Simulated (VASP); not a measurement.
# ZnCu (Pm-3m) in VASP: notebook

The runs below take ZnCu through single point, with r2SCAN+D3(BJ), r2SCAN.

All numbers are computed with VASP 6.6.1; they aren't measurements. Logs are shortened: lines on timing, memory, paths and dates and some standing lists are left out, and cuts for length are marked.

### Step 1. The cell of the first run

The structure is cubic, space group Pm-3m (No. 221). Conventional cell: a = 2.921 Å, b = 2.921 Å, c = 2.921 Å, α = 90.00°, β = 90.00°, γ = 90.00°. Zn (site symmetry m-3m) has 8 Cu at 2.53 Å and 6 Zn at 2.92 Å within 3.3 Å. Cu (site symmetry m-3m) has 8 Zn at 2.53 Å and 6 Cu at 2.92 Å within 3.3 Å.

### Step 2. Single point, r2SCAN+D3(BJ)

The input, POSCAR:

```
ZnCu
1.0
    2.9205539200      0.0000000000      0.0000000000
    0.0000000000      2.9205539200      0.0000000000
    0.0000000000      0.0000000000      2.9205539200
Zn Cu
1 1
Direct
    0.5000000000      0.5000000000      0.5000000000
    0.0000000000      0.0000000000      0.0000000000
```

The input, INCAR.step1:

```
SYSTEM = ZnCu
PREC = Accurate
ENCUT = 660
ISMEAR = 0
SIGMA = 0.1
LREAL = .FALSE.
LASPH = .TRUE.
NELM = 120
NBANDS = 18
GGA = PE
ALGO = Normal
EDIFF = 1E-5
LWAVE = .TRUE.
LCHARG = .FALSE.
GGA_COMPAT = .FALSE.
```

The input, INCAR.step2:

```
SYSTEM = ZnCu
PREC = Accurate
ENCUT = 660
EDIFF = 1E-6
ISMEAR = 0
SIGMA = 0.1
LREAL = .FALSE.
LASPH = .TRUE.
NELM = 120
ALGO = Normal
ISIF = 2
LWAVE = .FALSE.
LCHARG = .FALSE.
METAGGA = R2SCAN
LMIXTAU = .TRUE.
IVDW = 12
VDW_S6 = 1.0
VDW_S8 = 0.78981345
VDW_A1 = 0.49484001
VDW_A2 = 5.73083694
NBANDS = 18
ISTART = 1
GGA_COMPAT = .FALSE.
```

The input, KPOINTS:

```
regular mesh
0
G
  4 4 4
  0 0 0
```

Potentials or basis: VASP PAW PBE potentials, release 64 (Zn, Cu).

Started as:

```
cat potpaw_PBE.64/Zn/POTCAR potpaw_PBE.64/Cu/POTCAR > POTCAR
cp INCAR.step1 INCAR
mpirun -np 1 vasp_std > vasp.out
cp INCAR.step2 INCAR
mpirun -np 1 vasp_std > vasp.out
```

OUTCAR:

```text
SYSTEM = ZnCu
   PREC = Accurate
   ENCUT = 660
   EDIFF = 1E-6
   ISMEAR = 0
   LREAL = .FALSE.
   LASPH = .TRUE.
   NELM = 120
   ISIF = 2
   METAGGA = R2SCAN
   IVDW = 12
   ISTART = 1
 IVDW          = 12

 ion  position               nearest neighbor table
   1  0.500  0.500  0.500-   2 2.53   2 2.53   2 2.53   2 2.53   2 2.53   2 2.53   2 2.53   2 2.53

   2  0.000  0.000  0.000-   1 2.53   1 2.53   1 2.53   1 2.53   1 2.53   1 2.53   1 2.53   1 2.53

  LATTYP: Found a simple cubic cell.
 ALAT       =     2.9205539200

  Lattice vectors:

 A1 = (   2.9205539200,   0.0000000000,   0.0000000000)
 A2 = (   0.0000000000,   2.9205539200,   0.0000000000)
 A3 = (   0.0000000000,   0.0000000000,   2.9205539200)

Analysis of symmetry for initial positions (statically):
=====================================================================
 Subroutine PRICEL returns:
 Original cell was already a primitive cell.

 Routine SETGRP: Setting up the symmetry group for a
 simple cubic supercell.

 Subroutine GETGRP returns: Found 48 space group operations
 (whereof 48 operations were pure point group operations)
 out of a pool of 48 trial point group operations.

The static configuration has the point symmetry O_h .

Analysis of symmetry for dynamics (positions and initial velocities):
=====================================================================
 Subroutine PRICEL returns:
 Original cell was already a primitive cell.

 Routine SETGRP: Setting up the symmetry group for a
 simple cubic supercell.

 Subroutine GETGRP returns: Found 48 space group operations
 (whereof 48 operations were pure point group operations)
 out of a pool of 48 trial point group operations.

The dynamic configuration has the point symmetry O_h .

 Subroutine INISYM returns: Found 48 space group operations
 (whereof 48 operations are pure point group operations),
 and found     1 'primitive' translations

----------------------------------------------------------------------------------------

                                     Primitive cell

  volume of cell :      24.9113

  direct lattice vectors                    reciprocal lattice vectors
     2.920553920  0.000000000  0.000000000     0.342400800  0.000000000  0.000000000
     0.000000000  2.920553920  0.000000000     0.000000000  0.342400800  0.000000000
     0.000000000  0.000000000  2.920553920     0.000000000  0.000000000  0.342400800

  length of vectors
     2.920553920  2.920553920  2.920553920     0.342400800  0.342400800  0.342400800

  position of ions in fractional coordinates (direct lattice)
     0.500000000  0.500000000  0.500000000
     0.000000000  0.000000000  0.000000000

  ion indices of the primitive-cell ions
   primitive index   ion index
                 1           1
                 2           2

----------------------------------------------------------------------------------------

 KPOINTS: regular mesh

Automatic generation of k-mesh.
 Grid dimensions read from file:
 generate k-points for:    4    4    4

 Generating k-lattice:

  Cartesian coordinates                     Fractional coordinates (reciprocal lattice)
     0.085600200  0.000000000  0.000000000     0.250000000  0.000000000  0.000000000
     0.000000000  0.085600200  0.000000000     0.000000000  0.250000000  0.000000000
     0.000000000  0.000000000  0.085600200     0.000000000  0.000000000  0.250000000

  Length of vectors
     0.085600200  0.085600200  0.085600200

  Shift w.r.t. Gamma in fractional coordinates (k-lattice)
     0.000000000  0.000000000  0.000000000

 Subroutine IBZKPT returns following result:
 ===========================================

 Found     10 irreducible k-points:

 Following reciprocal coordinates:
            Coordinates               Weight
  0.000000  0.000000  0.000000      1.000000
  0.250000  0.000000  0.000000      6.000000
  0.500000  0.000000  0.000000      3.000000
  0.250000  0.250000  0.000000     12.000000
  0.500000  0.250000  0.000000     12.000000
  0.500000  0.500000  0.000000      3.000000
  0.250000  0.250000  0.250000      8.000000
  0.500000  0.250000  0.250000     12.000000
  0.500000  0.500000  0.250000      6.000000
  0.500000  0.500000  0.500000      1.000000
   k-points           NKPTS =     10   k-points in BZ     NKDIM =     10   number of bands    NBANDS=     18
   number of dos      NEDOS =    301   number of ions     NIONS =      2
   total plane-waves  NPLWV =  13824
   dimension x,y,z NGX =    24 NGY =   24 NGZ =   24
   dimension x,y,z NGXF=    48 NGYF=   48 NGZF=   48
   ions per type =               1   1
   NGX,Y,Z   is equivalent  to a cutoff of  13.66, 13.66, 13.66 a.u.
   NGXF,Y,Z  is equivalent  to a cutoff of  27.32, 27.32, 27.32 a.u.
 SYSTEM =  ZnCu
   PREC   = accura    normal or accurate (medium, high low for compatibility)
   ISTART =      1    job   : 0-new  1-cont  2-samecut
   ICHARG =      0    charge: 1-file 2-atom 10-const
   ISPIN  =      1    spin polarized calculation?
   LNONCOLLINEAR =      F non collinear calculations
   LSORBIT =      F    spin-orbit coupling
   LASPH  =      T    aspherical Exc in radial PAW
   ENCUT  =  660.0 eV  48.51 Ry    6.96 a.u.   6.12  6.12  6.12*2*pi/ulx,y,z
   NELM   =    120;   NELMIN=  2; NELMDL=  0     # of ELM steps
   EDIFF  = 0.1E-05   stopping-criterion for ELM
   LREAL  =      F    real-space projection
   EDIFFG = 0.1E-04   stopping-criterion for IOM
   NSW    =      0    number of steps for IOM
   IBRION =     -1    ionic relax: 0-MD 1-quasi-New 2-CG
   NFREE  =      0    steps in history (QN), initial steepest desc. (CG)
   ISIF   =      2    stress and relaxation
   ISYM   =      2    0-nonsym 1-usesym 2-fastsym
   POTIM  = 0.5000    time-step for ionic-motion
   TEBEG  =    0.0;   TEEND  =   0.0 temperature during run
   PSTRESS=    0.0 pullay stress
   NELECT =      23.0000    total number of electrons
   NUPDOWN=      -1.0000    fix difference up-down
   EMIN   =  10.00;   EMAX   =-10.00  energy-range for DOS
   EFERMI =   0.00;   METHOD = LEGACY
   ISMEAR =     0;   SIGMA  =   0.10  broadening in eV -4-tet -1-fermi 0-gaus
   EFERMI_NEDOS =   21; number of points for ismear=-14 and -15
   IALGO  =     38    algorithm
   IMIX   =      4    mixing-type and parameters
     AMIX     =   0.40;   BMIX     =  1.00
     AMIX_MAG =   1.60;   BMIX_MAG =  1.00
  volume/ion in A,a.u.               =      12.46        84.05
  Fermi-wavevector in a.u.,A,eV,Ry     =   1.594112  3.012435 34.575039  2.541194
  Thomas-Fermi vector in A             =   2.692237
   LORBIT       =      0    0 simple, 1 ext, 2 COOP (PROOUT), +10 PAW based schemes
   METAGGA = R2SCAN    functional components
   LHFCALC =     F    Hartree Fock is set to
   AEXX    =    0.0000 exact exchange contribution
   IVDW    =    12    specifies the selected vdW correction
   LEPSILON=     F    determine dielectric tensor
   LRPA    =     F    only Hartree local field effects (RPA)
 non-spin polarized calculation
 Gauss-broadening in eV      SIGMA  =   0.10
  energy-cutoff  :      660.00
  volume of cell :       24.91
 maximum number of plane-waves:       972
   NGX = 13   NGY = 13   NGZ = 13

 number of electron      22.9999986 magnetization

 Free energy of the ion-electron system (eV)
  ---------------------------------------------------
  ext. energy  EPLUGINS =         0.00000000
  ---------------------------------------------------
  free energy    TOTEN  =       -20.00937555 eV

  energy without entropy =      -20.00094923  energy(sigma->0) =      -20.00516239

 E-fermi :   6.0091     XC(G=0): -13.6898

 val. band max:        5.9614228969   @ k =   0.5000   0.5000   0.2500
 cond. band min:       6.7027374449   @ k =   0.2500   0.0000   0.0000
 fundamental gap:      0.7413145480
 Fermi energy:         6.0091165242

 k-point     1 :       0.0000    0.0000    0.0000
  band No.  band energies     occupation
      1      -5.3554      2.00000
      2      -2.6549      2.00000
      3      -2.6549      2.00000
      4      -1.8811      2.00000
      5      -1.8811      2.00000
      6      -1.8811      2.00000
[... 10 lines left out ...]
     17      19.1877      0.00000
     18      30.3046      0.00000

 k-point     2 :       0.2500    0.0000    0.0000
  band No.  band energies     occupation
      1      -4.1983      2.00000
      2      -2.5314      2.00000
      3      -2.4061      2.00000
      4      -1.9699      2.00000
      5      -1.9699      2.00000
      6      -1.8374      2.00000
[... 10 lines left out ...]
     17      24.6844      0.00000
     18      24.6844      0.00000

 k-point     3 :       0.5000    0.0000    0.0000
  band No.  band energies     occupation
      1      -2.6934      2.00000
      2      -2.4022      2.00000
      3      -2.0577      2.00000
      4      -2.0577      2.00000
      5      -1.7929      2.00000
      6      -0.9097      2.00000
[... 10 lines left out ...]
     17      19.5774      0.00000
     18      21.0940      0.00000

 k-point     4 :       0.2500    0.2500    0.0000
  band No.  band energies     occupation
      1      -3.2550      2.00000
      2      -2.4471      2.00000
      3      -2.2126      2.00000
      4      -2.0187      2.00000
      5      -1.9361      2.00000
      6      -1.8808      2.00000
[... 10 lines left out ...]
     17      24.8174      0.00000
     18      24.8999      0.00000

 k-point     5 :       0.5000    0.2500    0.0000
  band No.  band energies     occupation
      1      -2.5769      2.00000
      2      -2.5225      2.00000
      3      -2.1112      2.00000
      4      -2.0391      2.00000
      5      -1.9879      2.00000
      6       0.3402      2.00000
[... 10 lines left out ...]
     17      20.9827      0.00000
     18      21.6468      0.00000

 k-point     6 :       0.5000    0.5000    0.0000
  band No.  band energies     occupation
      1      -2.8583      2.00000
      2      -2.5236      2.00000
      3      -2.1646      2.00000
      4      -2.1646      2.00000
      5      -1.5818      2.00000
      6       0.7459      2.00000
[... 10 lines left out ...]
     17      22.0949      0.00000
     18      22.6362      0.00000

 k-point     7 :       0.2500    0.2500    0.2500
  band No.  band energies     occupation
      1      -2.6279      2.00000
      2      -2.2237      2.00000
      3      -2.2237      2.00000
      4      -2.1016      2.00000
      5      -2.1016      2.00000
      6      -1.4859      2.00000
[... 10 lines left out ...]
     17      18.8320      0.00000
     18      25.9967      0.00000

 k-point     8 :       0.5000    0.2500    0.2500
  band No.  band energies     occupation
      1      -2.5527      2.00000
      2      -2.3161      2.00000
      3      -2.1823      2.00000
      4      -2.0974      2.00000
      5      -1.9652      2.00000
      6       0.4724      2.00000
[... 10 lines left out ...]
     17      21.0076      0.00000
     18      22.0452      0.00000

 k-point     9 :       0.5000    0.5000    0.2500
  band No.  band energies     occupation
      1      -2.6810      2.00000
      2      -2.3448      2.00000
      3      -2.3448      2.00000
      4      -2.0583      2.00000
      5      -1.5755      2.00000
      6       0.8850      2.00000
[... 10 lines left out ...]
     17      16.0302      0.00000
     18      17.0713      0.00000

 k-point    10 :       0.5000    0.5000    0.5000
  band No.  band energies     occupation
      1      -2.5140      2.00000
      2      -2.5140      2.00000
      3      -2.5140      2.00000
      4      -1.5691      2.00000
      5      -1.5691      2.00000
      6       1.0681      2.00000
[... 10 lines left out ...]
     17      10.3661      0.00000
     18      12.5844      0.00000

------------------------ aborting loop because EDIFF is reached ----------------------------------------

 Edisp (eV)   -0.49164

 E8    (eV) :    -0.1633

  FORCE on cell =-STRESS in cart. coord.  units (eV):
  Direction    XX          YY          ZZ          XY          YZ          ZX
  --------------------------------------------------------------------------------------
  -------------------------------------------------------------------------------------
  Total      -0.59141    -0.59141    -0.59141    -0.00000    -0.00000    -0.00000
  in kB     -38.03687   -38.03687   -38.03687    -0.00000    -0.00000    -0.00000
  external pressure =      -38.04 kB  Pullay stress =        0.00 kB

 VOLUME and BASIS-vectors are now :
 -----------------------------------------------------------------------------
  energy-cutoff  :      660.00
  volume of cell :       24.91
      direct lattice vectors                 reciprocal lattice vectors
     2.920553920  0.000000000  0.000000000     0.342400800  0.000000000  0.000000000
     0.000000000  2.920553920  0.000000000     0.000000000  0.342400800  0.000000000
     0.000000000  0.000000000  2.920553920     0.000000000  0.000000000  0.342400800

 POSITION                                       TOTAL-FORCE (eV/Angst)
 -----------------------------------------------------------------------------------
      1.46028      1.46028      1.46028         0.000000      0.000000      0.000000
      0.00000      0.00000      0.00000         0.000000      0.000000      0.000000
 -----------------------------------------------------------------------------------
    total drift:                                0.000000      0.000000     -0.000000

  FREE ENERGIE OF THE ION-ELECTRON SYSTEM (eV)
  ---------------------------------------------------
  free  energy   TOTEN  =       -20.5010125458 eV

  energy  without entropy=      -20.4925862220  energy(sigma->0) =      -20.49679938
```

It took 58 s on 1 thread of Intel Xeon 8259CL, shared host; peak memory 0.15 GiB.

What came out:

```
Free energy                : -20.5010 eV
Pressure                   : -3.8 GPa
Dispersion energy per atom : -0.246 eV
```

Caveat: the k points lie up to 0.54 Å⁻¹ apart; the PAW data sets were made with another functional, which shifts forces and pressure a little; pairwise dispersion overbinds metals, which lowers pressure and volume.

### Step 3. Single point, r2SCAN

POSCAR is that of step 2.

The input, INCAR.step1:

```
ALGO = Normal ; EDIFF = 1E-5
ENCUT = 660 ; GGA = PE
GGA_COMPAT = F ; ISMEAR = -5
LASPH = T ; LCHARG = F
LREAL = F ; LWAVE = T
NBANDS = 18 ; NELECT = 23.1
NELM = 120 ; PREC = Accurate
SIGMA = 0.1
```

The input, INCAR.step2:

```
ALGO = Normal ; EDIFF = 1E-6
ENCUT = 660 ; GGA_COMPAT = F
ISIF = 2 ; ISMEAR = -5
ISTART = 1 ; LASPH = T
LCHARG = F ; LMIXTAU = T
LREAL = F ; LWAVE = F
METAGGA = R2SCAN ; NBANDS = 18
NELECT = 23.1 ; NELM = 120
PREC = Accurate ; SIGMA = 0.1
```

The input, KPOINTS:

```
k-points
0
Gamma
  4 4 4
```

Potentials or basis: VASP PAW PBE potentials, release 64 (Zn, Cu).

Started as:

```
cat potpaw_PBE.64/Zn/POTCAR potpaw_PBE.64/Cu/POTCAR > POTCAR
cp INCAR.step1 INCAR
mpirun -np 1 vasp_std > vasp.out
cp INCAR.step2 INCAR
mpirun -np 1 vasp_std > vasp.out
```

Run time: 61 s. Hardware: 1 thread of Intel Xeon 8259CL, shared host; peak memory 0.14 GiB.

It converged, with:

```
Free energy : -19.4322 eV
```

Levels at points of the mesh, in eV from the Fermi level:
```
           k point  band 8  band 9  band 10  band 11  band 12  band 13  band 14  band 15
(0.00, 0.00, 0.00)   -4.09   -3.16    -3.16    -3.16     6.34     6.34     6.34    11.29
(0.50, 0.00, 0.00)   -4.22   -3.75    -3.75    -3.24    -2.39    12.20    12.20    12.78
(0.50, 0.50, 0.00)   -3.33   -3.33    -2.92    -2.48    -2.48     1.70     2.02    14.70
(0.50, 0.50, 0.50)   -4.88   -2.90    -2.90     4.15     4.15     4.15     4.20     4.39
```

Caveat: the k points lie up to 0.54 Å⁻¹ apart; the cell carries a net charge on a neutralising background, which shifts energy and pressure; the cell is charged against a uniform background, so pressure and absolute levels hang on convention; the PAW data sets were made with another functional, which shifts forces and pressure a little; tetrahedron occupations give inexact forces and stress in metals.

### Step 4. Single point, r2SCAN

POSCAR is that of step 3.

The input, INCAR.step1:

```
SYSTEM = ZnCu
PREC     = Accurate       ! precision mode
ENCUT    = 660            ! plane-wave cutoff, eV
ISMEAR   = 0              ! smearing method
SIGMA    = 0.1            ! smearing width, eV
LREAL    = .FALSE.        ! projectors in reciprocal space
LASPH    = .TRUE.         ! aspherical terms in the spheres
NELM     = 120            ! most SCF steps
NBANDS   = 18             ! bands
GGA      = PE             ! functional
ALGO     = Normal         ! electronic algorithm
EDIFF    = 1E-5           ! SCF threshold, eV
LWAVE    = .TRUE.         ! write WAVECAR
LCHARG   = .FALSE.        ! write CHGCAR
GGA_COMPAT= .FALSE.
```

The input, INCAR.step2:

```
SYSTEM = ZnCu
PREC     = Accurate       ! precision mode
ENCUT    = 660            ! plane-wave cutoff, eV
EDIFF    = 1E-6           ! SCF threshold, eV
ISMEAR   = 0              ! smearing method
SIGMA    = 0.1            ! smearing width, eV
LREAL    = .FALSE.        ! projectors in reciprocal space
LASPH    = .TRUE.         ! aspherical terms in the spheres
NELM     = 120            ! most SCF steps
ALGO     = Normal         ! electronic algorithm
ISIF     = 2              ! what is computed and relaxed
LWAVE    = .FALSE.        ! write WAVECAR
LCHARG   = .TRUE.         ! write CHGCAR
METAGGA  = R2SCAN         ! meta-GGA
LMIXTAU  = .TRUE.       
LELF     = .TRUE.         ! ELF
LVHAR    = .TRUE.       
NBANDS   = 18             ! bands
ISTART   = 1            
GGA_COMPAT= .FALSE.
```

The input, KPOINTS:

```
regular mesh
0
G
  4 4 4
  0 0 0
```

Started as:

```
cat potpaw_PBE.64/Zn/POTCAR potpaw_PBE.64/Cu/POTCAR > POTCAR
cp INCAR.step1 INCAR
mpirun -np 1 vasp_std > vasp.out
cp INCAR.step2 INCAR
mpirun -np 1 vasp_std > vasp.out
```

It took 56 s on 1 thread of Intel Xeon 8259CL, shared host; peak memory 0.14 GiB.

It converged, with:

```yaml
Free_energy: -20.0094 eV
Pressure: -0.6 GPa
```

Levels at points of the mesh, in eV from the Fermi level:
```tsv
k point	band 7	band 8	band 9	band 10	band 11	band 12	band 13	band 14	band 15	band 16
(0.00, 0.00, 0.00)	-4.17	-4.17	-3.25	-3.25	-3.25	6.34	6.34	6.34	11.26	11.26
(0.50, 0.00, 0.00)	-5.79	-4.30	-3.83	-3.83	-3.33	-2.47	12.18	12.18	12.76	12.76
(0.50, 0.50, 0.00)	-3.95	-3.41	-3.41	-3.01	-2.49	-2.49	1.65	1.98	14.68	16.09
(0.50, 0.50, 0.50)	-4.94	-4.94	-2.98	-2.98	4.12	4.12	4.12	4.18	4.36	4.36
```

Caveat: the k points lie up to 0.54 Å⁻¹ apart; the PAW data sets were made with another functional, which shifts forces and pressure a little.
